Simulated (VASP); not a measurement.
# Ta8H: single point with PBE+D3(BJ)

Ta8H, a slab with vacuum:

```
Ta H
1.0
     4.64562    0.00000    0.00000
    -2.32281    4.02322    0.00000
     0.00000    0.00000   25.63798
Ta H
8 1
Direct
  0.66667 0.33333 0.33154
  0.33333 0.66667 0.36853
  0.00000 0.00000 0.40551
  0.66667 0.33333 0.44250
  0.33333 0.66667 0.47627
  0.00000 0.00000 0.51986
  0.66667 0.33333 0.55227
  0.33333 0.66667 0.57894
  0.50000 0.16667 0.61869
```

| Property | Result |
| --- | --- |
| Program | VASP 6.6.1 |
| Task | single point |
| Functional | PBE |
| Dispersion | D3(BJ) |
| Potentials or basis | VASP PAW PBE potentials, release 64 (Ta_pv, H) |
| Cutoff | 520 eV |
| k mesh | 6 × 6 × 1 |
| Occupations | gaussian, width 0.1 eV |
| Spin | no spin polarisation |

* Largest force: 1.844 eV/Å
* Band gap on the k mesh: zero (an odd number of electrons rules out a gap without spin polarisation)
* Dispersion energy per atom: -0.402 eV

Forces in eV/Å, atoms in the order of the input:
```
Ta   0.011  0.030  1.844
Ta   0.005 -0.029 -0.210
Ta   0.006  0.067 -1.128
Ta   0.030 -0.020 -1.041
Ta   0.033  0.036  0.161
Ta   0.003  0.030 -0.379
Ta  -0.091 -0.312  0.125
Ta  -0.101  0.677  0.612
H    0.103 -0.479  0.016
```

Levels at points of the mesh, in eV from the Fermi level:
```tsv
k point	band 42	band 43	band 44	band 45	band 46	band 47	band 48	band 49
(0.00, 0.00, 0.00)	-0.60	-0.58	-0.20	-0.19	0.06	0.32	0.39	0.68
(0.50, 0.00, 0.00)	-0.70	-0.61	-0.46	-0.30	0.36	0.54	0.79	1.02
(0.00, 0.50, 0.00)	-0.71	-0.58	-0.54	-0.30	0.28	0.51	0.79	1.03
(0.50, 0.50, 0.00)	-0.70	-0.60	-0.47	-0.30	0.36	0.46	0.79	1.08
```

Run time: 49 min on 1 thread of AMD EPYC 7R13 (shared host), peak memory 0.78 GiB.

Caveat: spin-orbit coupling is left out, which moves the levels of the heavy elements.
